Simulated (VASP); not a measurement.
# Hg (I4/mmm) in VASP: a series of runs

The runs below take Hg through relaxation of cell and atoms, single point, with PBE+D3(BJ).

Everything below comes from runs of VASP 6.6.1. Logs are shortened: lines on timing, memory, paths and dates and some standing lists are left out, and cuts for length are marked.

## Step 1: The cell of the first run

The structure is tetragonal, space group I4/mmm (No. 139). Conventional cell: a = 3.753 Å, b = 3.753 Å, c = 3.834 Å, α = 90.00°, β = 90.00°, γ = 90.00°. Within 4.3 Å of Hg (site symmetry 4/mmm) lie 14 Hg at 3.27 to 3.83 Å.

## Step 2: Relaxation of cell and atoms, PBE+D3(BJ)

File INCAR:

```
SYSTEM = Hg
PREC = Accurate
ENCUT = 600
EDIFF = 1E-6
ISMEAR = 0
SIGMA = 0.1
LREAL = .False.
LASPH = .True.
NELM = 100
ALGO = Normal
ISIF = 3
LWAVE = .False.
LCHARG = .False.
GGA = PE
IVDW = 12
IBRION = 2
NSW = 100
EDIFFG = -0.005
```

File KPOINTS:

```
regular mesh
0
Gamma
  16 16 16
  0 0 0
```

File POSCAR:

```
Hg
1.0
   -1.8767364354      1.8767364354      1.9168448550
    1.8767364354     -1.8767364354      1.9168448550
    1.8767364354      1.8767364354     -1.9168448550
Hg
1
Direct
    0.5000000000      0.5000000000      0.0000000000
```

Potentials or basis: VASP PAW PBE potentials, release 64 (Hg).

Run with:

```console
> cat potpaw_PBE.64/Hg/POTCAR > POTCAR
> mpirun -np 1 vasp_std > vasp.out
```

OUTCAR:

```text
SYSTEM = Hg
   PREC = Accurate
   ENCUT = 600
   EDIFF = 1E-6
   ISMEAR = 0
   LREAL = .False.
   LASPH = .True.
   NELM = 100
   ISIF = 3
   GGA = PE
   IVDW = 12
   IBRION = 2
   NSW = 100
   EDIFFG = -0.005
 IVDW          = 12

 ion  position               nearest neighbor table
   1  0.500  0.500  0.000-

  LATTYP: Found a body centered tetragonal cell.
 ALAT       =     3.7534728708
 C/A-ratio  =     1.0213713651

  Lattice vectors:

 A1 = (  -1.8767364354,   1.8767364354,   1.9168448550)
 A2 = (   1.8767364354,  -1.8767364354,   1.9168448550)
 A3 = (   1.8767364354,   1.8767364354,  -1.9168448550)

Analysis of symmetry for initial positions (statically):
=====================================================================
 Subroutine PRICEL returns:
 Original cell was already a primitive cell.

 Routine SETGRP: Setting up the symmetry group for a
 body centered tetragonal supercell.

 Subroutine GETGRP returns: Found 16 space group operations
 (whereof 16 operations were pure point group operations)
 out of a pool of 16 trial point group operations.

The static configuration has the point symmetry D_4h.

Analysis of symmetry for dynamics (positions and initial velocities):
=====================================================================
 Subroutine PRICEL returns:
 Original cell was already a primitive cell.

 Routine SETGRP: Setting up the symmetry group for a
 body centered tetragonal supercell.

 Subroutine GETGRP returns: Found 16 space group operations
 (whereof 16 operations were pure point group operations)
 out of a pool of 16 trial point group operations.

The dynamic configuration has the point symmetry D_4h.

 Subroutine INISYM returns: Found 16 space group operations
 (whereof 16 operations are pure point group operations),
 and found     1 'primitive' translations

----------------------------------------------------------------------------------------

                                     Primitive cell

  volume of cell :      27.0056

  direct lattice vectors                    reciprocal lattice vectors
    -1.876736435  1.876736435  1.916844855     0.000000000  0.266419935  0.260845315
     1.876736435 -1.876736435  1.916844855     0.266419935  0.000000000  0.260845315
     1.876736435  1.876736435 -1.916844855     0.266419935  0.266419935  0.000000000

  length of vectors
     3.273923257  3.273923257  3.273923257     0.372853672  0.372853672  0.376774686

  position of ions in fractional coordinates (direct lattice)
     0.500000000  0.500000000  0.000000000

  ion indices of the primitive-cell ions
   primitive index   ion index
                 1           1

----------------------------------------------------------------------------------------

 KPOINTS: regular mesh

Automatic generation of k-mesh.
 Grid dimensions read from file:
 generate k-points for:   16   16   16

 Generating k-lattice:

  Cartesian coordinates                     Fractional coordinates (reciprocal lattice)
     0.000000000  0.016651246  0.016302832     0.062500000 -0.000000000  0.000000000
     0.016651246  0.000000000  0.016302832    -0.000000000  0.062500000  0.000000000
     0.016651246  0.016651246  0.000000000     0.000000000  0.000000000  0.062500000

  Length of vectors
     0.023303354  0.023303354  0.023548418

  Shift w.r.t. Gamma in fractional coordinates (k-lattice)
     0.000000000  0.000000000  0.000000000

 Subroutine IBZKPT returns following result:
 ===========================================

 Found    349 irreducible k-points:

 Following reciprocal coordinates:
            Coordinates               Weight
  0.000000  0.000000  0.000000      1.000000
  0.062500  0.000000  0.000000      8.000000
  0.125000  0.000000  0.000000      8.000000
  0.187500  0.000000  0.000000      8.000000
  0.250000  0.000000  0.000000      8.000000
  0.312500  0.000000  0.000000      8.000000
[... 16 lines left out ...]
 -0.125000  0.062500  0.000000     16.000000
 -0.062500  0.062500  0.000000      4.000000
 [... further k-points ...]
   k-points           NKPTS =    349   k-points in BZ     NKDIM =    349   number of bands    NBANDS=     10
   number of dos      NEDOS =    301   number of ions     NIONS =      1
   total plane-waves  NPLWV =  21952
   dimension x,y,z NGX =    28 NGY =   28 NGZ =   28
   dimension x,y,z NGXF=    56 NGYF=   56 NGZF=   56
   ions per type =               1
   NGX,Y,Z   is equivalent  to a cutoff of  14.22, 14.22, 14.22 a.u.
   NGXF,Y,Z  is equivalent  to a cutoff of  28.44, 28.44, 28.44 a.u.
 SYSTEM =  Hg
   PREC   = accura    normal or accurate (medium, high low for compatibility)
   ISTART =      0    job   : 0-new  1-cont  2-samecut
   ICHARG =      2    charge: 1-file 2-atom 10-const
   ISPIN  =      1    spin polarized calculation?
   LNONCOLLINEAR =      F non collinear calculations
   LSORBIT =      F    spin-orbit coupling
   LASPH  =      T    aspherical Exc in radial PAW
   ENCUT  =  600.0 eV  44.10 Ry    6.64 a.u.   6.54  6.54  6.54*2*pi/ulx,y,z
   NELM   =    100;   NELMIN=  2; NELMDL= -5     # of ELM steps
   EDIFF  = 0.1E-05   stopping-criterion for ELM
   LREAL  =      F    real-space projection
   EDIFFG = -.5E-02   stopping-criterion for IOM
   NSW    =    100    number of steps for IOM
   IBRION =      2    ionic relax: 0-MD 1-quasi-New 2-CG
   NFREE  =      1    steps in history (QN), initial steepest desc. (CG)
   ISIF   =      3    stress and relaxation
   ISYM   =      2    0-nonsym 1-usesym 2-fastsym
   POTIM  = 0.5000    time-step for ionic-motion
   TEBEG  =    0.0;   TEEND  =   0.0 temperature during run
   PSTRESS=    0.0 pullay stress
   NELECT =      12.0000    total number of electrons
   NUPDOWN=      -1.0000    fix difference up-down
   EMIN   =  10.00;   EMAX   =-10.00  energy-range for DOS
   EFERMI =   0.00;   METHOD = LEGACY
   ISMEAR =     0;   SIGMA  =   0.10  broadening in eV -4-tet -1-fermi 0-gaus
   EFERMI_NEDOS =   21; number of points for ismear=-14 and -15
   IALGO  =     38    algorithm
   IMIX   =      4    mixing-type and parameters
     AMIX     =   0.40;   BMIX     =  1.00
     AMIX_MAG =   1.60;   BMIX_MAG =  1.00
  volume/ion in A,a.u.               =      27.01       182.24
  Fermi-wavevector in a.u.,A,eV,Ry     =   1.249254  2.360748 21.233735  1.560635
  Thomas-Fermi vector in A             =   2.383303
   LORBIT       =      0    0 simple, 1 ext, 2 COOP (PROOUT), +10 PAW based schemes
   GGA     = PE    functional components
   LHFCALC =     F    Hartree Fock is set to
   AEXX    =    0.0000 exact exchange contribution
   IVDW    =    12    specifies the selected vdW correction
   LEPSILON=     F    determine dielectric tensor
   LRPA    =     F    only Hartree local field effects (RPA)
 conjugate gradient relaxation of ions
 non-spin polarized calculation
 Gauss-broadening in eV      SIGMA  =   0.10
  energy-cutoff  :      600.00
  volume of cell :       27.01
 maximum number of plane-waves:       943
 NGX is ok and might be reduce to    28
   NGX = 13   NGY = 13   NGZ = 13

--------------------------------------- Ionic step        1  -------------------------------------------

 number of electron      12.0000001 magnetization

 Free energy of the ion-electron system (eV)
  ---------------------------------------------------
  ext. energy  EPLUGINS =         0.00000000
  ---------------------------------------------------
  free energy    TOTEN  =        -0.17117908 eV

  energy without entropy =       -0.17004508  energy(sigma->0) =       -0.17061208

------------------------ aborting loop because EDIFF is reached ----------------------------------------

 Edisp (eV)   -0.38843

 E8    (eV) :    -0.1765

  FORCE on cell =-STRESS in cart. coord.  units (eV):
  Direction    XX          YY          ZZ          XY          YZ          ZX
  --------------------------------------------------------------------------------------
  -------------------------------------------------------------------------------------
  Total      -0.18482    -0.18482    -0.12708     0.00000    -0.00000     0.00000
  in kB     -10.96508   -10.96508    -7.53913     0.00000    -0.00000     0.00000
  external pressure =       -9.82 kB  Pullay stress =        0.00 kB
[... 94 lines left out ...]
  FREE ENERGIE OF THE ION-ELECTRON SYSTEM (eV)
  ---------------------------------------------------
  free  energy   TOTEN  =        -0.5643015968 eV

  energy  without entropy=       -0.5630302729  energy(sigma->0) =       -0.56366593

[... ionic steps 4 to 10 ...]

--------------------------------------- Ionic step       11  -------------------------------------------

 number of electron      11.9999999 magnetization

------------------------ aborting loop because EDIFF is reached ----------------------------------------

 Edisp (eV)   -0.40826

 E8    (eV) :    -0.1852
[... 67 lines left out ...]
  energy  without entropy=       -0.5648909957  energy(sigma->0) =       -0.56510695

--------------------------------------- Ionic step       13  -------------------------------------------

 number of electron      11.9999999 magnetization

 Free energy of the ion-electron system (eV)
  ---------------------------------------------------
  ext. energy  EPLUGINS =         0.00000000
  ---------------------------------------------------
  free energy    TOTEN  =        -0.15875421 eV

  energy without entropy =       -0.15832849  energy(sigma->0) =       -0.15854135

 E-fermi :   1.9986     XC(G=0): -10.3790

 val. band max:        1.9968068204   @ k =  -0.1875  -0.4375   0.0625
 cond. band min:       2.0974965588   @ k =   0.5000   0.4375   0.0000
 fundamental gap:      0.1006897384
 Fermi energy:         1.9986221796

 k-point     1 :       0.0000    0.0000    0.0000
  band No.  band energies     occupation
      1      -6.2678      2.00000
      2      -4.7969      2.00000
      3      -4.7969      2.00000
      4      -4.6258      2.00000
      5      -4.1069      2.00000
      6      -3.9301      2.00000
      7      16.3873      0.00000
      8      16.6689      0.00000
      9      16.7059      0.00000
     10      16.7059      0.00000
[... 287 lines left out ...]
 k-point    24 :      -0.0625    0.0625    0.0000
  band No.  band energies     occupation
      1      -6.1642      2.00000
      2      -4.8151      2.00000
      3      -4.7523      2.00000
      4      -4.6236      2.00000
      5      -4.1000      2.00000
      6      -3.9449      2.00000
      7      16.2205      0.00000
      8      16.2393      0.00000
      9      16.3688      0.00000
     10      16.3771      0.00000

 [... further k-points ...]

------------------------ aborting loop because EDIFF is reached ----------------------------------------

 Edisp (eV)   -0.40671

 E8    (eV) :    -0.1845

  FORCE on cell =-STRESS in cart. coord.  units (eV):
  Direction    XX          YY          ZZ          XY          YZ          ZX
  --------------------------------------------------------------------------------------
  -------------------------------------------------------------------------------------
  Total       0.00081     0.00081    -0.00116     0.00000     0.00000     0.00000
  in kB       0.05062     0.05062    -0.07229     0.00000     0.00000     0.00000
  external pressure =        0.01 kB  Pullay stress =        0.00 kB
[... 16 lines left out ...]
  FREE ENERGIE OF THE ION-ELECTRON SYSTEM (eV)
  ---------------------------------------------------
  free  energy   TOTEN  =        -0.5654673990 eV

  energy  without entropy=       -0.5650416766  energy(sigma->0) =       -0.56525454

 reached required accuracy - stopping structural energy minimisation
```

It took 4 min on 1 thread of Intel Xeon 6975P-C (Granite Rapids), shared host; peak memory 0.3 GiB.

Results:

* Free energy: -0.5655 eV
* Relaxed volume: 25.76 Å³/atom
* Relaxed cell: a = 3.227 Å, b = 3.227 Å, c = 3.227 Å, α = 111.58°, β = 111.58°, γ = 105.34°
* Space group after relaxing (to 0.05 Å): I4/mmm (No. 139)
* Energy gained by relaxing: 5.9 meV/atom
* Ionic steps: 13
* Pressure after relaxing: 0.0 GPa
* Band gap on the k mesh: zero (band 6 reaches 4.53 eV, above the bottom of band 7 at 0.99 eV)
* Dispersion energy per atom: -0.407 eV

The path:
| step | energy change (eV) | largest force (eV/Å) | pressure (GPa) | volume (Å³) |
| --- | --- | --- | --- | --- |
| 1 | 0.0000 | 0.0000 | -0.98 | 27.01 |
| 2 | -0.0033 | 0.0000 | -0.57 | 26.36 |
| 3 | -0.0047 | 0.0000 | -0.01 | 25.66 |
| 4 | -0.0047 | 0.0000 | 0.00 | 25.63 |
| 5 | -0.0047 | 0.0000 | 0.09 | 25.56 |
| 6 | -0.0047 | 0.0000 | 0.05 | 25.60 |
| 7 | -0.0048 | 0.0000 | 0.08 | 25.61 |
| 8 | -0.0050 | 0.0000 | 0.14 | 25.62 |
| 9 | -0.0054 | 0.0000 | 0.12 | 25.64 |
| 10 | -0.0058 | 0.0000 | 0.10 | 25.67 |
| 11 | -0.0058 | 0.0000 | 0.09 | 25.66 |
| 12 | -0.0057 | 0.0000 | -0.21 | 25.97 |
| 13 | -0.0059 | 0.0000 | 0.00 | 25.76 |

Final structure:
```
Hg
1.0
    -1.81424    1.81424    1.95675
     1.81424   -1.81424    1.95675
     1.81424    1.81424   -1.95675
Hg
1
Direct
  0.50000 0.50000 0.00000
```

Levels at points of the mesh, in eV from the Fermi level:
| k point | band 3 | band 4 | band 5 | band 6 | band 7 | band 8 | band 9 | band 10 |
| --- | --- | --- | --- | --- | --- | --- | --- | --- |
| (0.00, 0.00, 0.00) | -6.80 | -6.62 | -6.11 | -5.93 | 14.39 | 14.67 | 14.71 | 14.71 |
| (0.50, 0.00, 0.00) | -6.18 | -5.93 | -5.47 | -1.49 | -1.01 | 9.55 | 10.43 | 14.54 |
| (0.50, 0.50, 0.00) | -5.92 | -5.89 | -5.43 | -1.03 | -0.73 | 8.35 | 9.14 | 13.03 |
| (0.50, 0.50, 0.50) | -5.62 | -5.56 | -5.56 | 2.53 | 2.87 | 4.48 | 4.48 | 9.48 |

Caveat: spin-orbit coupling is left out, which moves the levels of the heavy elements; pairwise dispersion overbinds metals, which lowers pressure and volume.

## Step 3: Single point, PBE+D3(BJ)

File INCAR:

```
SYSTEM = Hg
  PREC = Accurate
  ENCUT = 520
  EDIFF = 1E-6
  ISMEAR = 0
  SIGMA = 0.1
  LREAL = .False.
  LASPH = .True.
  NELM = 100
  ALGO = Normal
  ISIF = 2
  LWAVE = .False.
  LCHARG = .False.
  GGA = PE
  IVDW = 12
  NBANDS = 12
```

File KPOINTS:

```
Automatic mesh
0
Gamma
  6 6 6
  0 0 0
```

POSCAR is that of step 2.

Potentials or basis: VASP PAW PBE potentials, release 64 (Hg).

Run with:

```console
> cat potpaw_PBE.64/Hg/POTCAR > POTCAR
> mpirun -np 1 vasp_std > vasp.out
```

It took 2.7 s on 1 thread of Intel Xeon 6975P-C (Granite Rapids), shared host; peak memory 0.15 GiB.

It converged, with:

```yaml
Free_energy: -0.5670 eV
Pressure: -1.2 GPa
Band_gap_on_the_k_mesh: zero (band 6 reaches 4.02 eV, above the bottom of band 7 at 0.89 eV)
Dispersion_energy_per_atom: -0.388 eV
```

Stress tensor (GPa, compression positive):
```
-1.46  0.00  0.00
 0.00 -1.46  0.00
 0.00  0.00 -0.73
```

Levels at points of the mesh, in eV from the Fermi level:
| k point | band 2 | band 3 | band 4 | band 5 | band 6 | band 7 | band 8 | band 9 | band 10 | band 11 |
| --- | --- | --- | --- | --- | --- | --- | --- | --- | --- | --- |
| (0.00, 0.00, 0.00) | -6.79 | -6.79 | -6.74 | -6.11 | -6.06 | 14.31 | 14.42 | 14.42 | 14.50 | 14.90 |
| (0.50, 0.00, 0.00) | -7.10 | -6.16 | -6.06 | -5.59 | -1.64 | -0.93 | 8.80 | 9.77 | 13.51 | 14.45 |
| (0.50, 0.50, 0.00) | -7.15 | -6.10 | -6.04 | -5.58 | -1.52 | -0.85 | 8.47 | 9.41 | 13.10 | 14.15 |
| (0.50, 0.50, 0.50) | -7.29 | -5.72 | -5.70 | -5.70 | 2.20 | 3.44 | 3.88 | 3.88 | 9.26 | 9.52 |

Caveat: the k points lie up to 0.39 Å⁻¹ apart; spin-orbit coupling is left out, which moves the levels of the heavy elements; pairwise dispersion overbinds metals, which lowers pressure and volume.
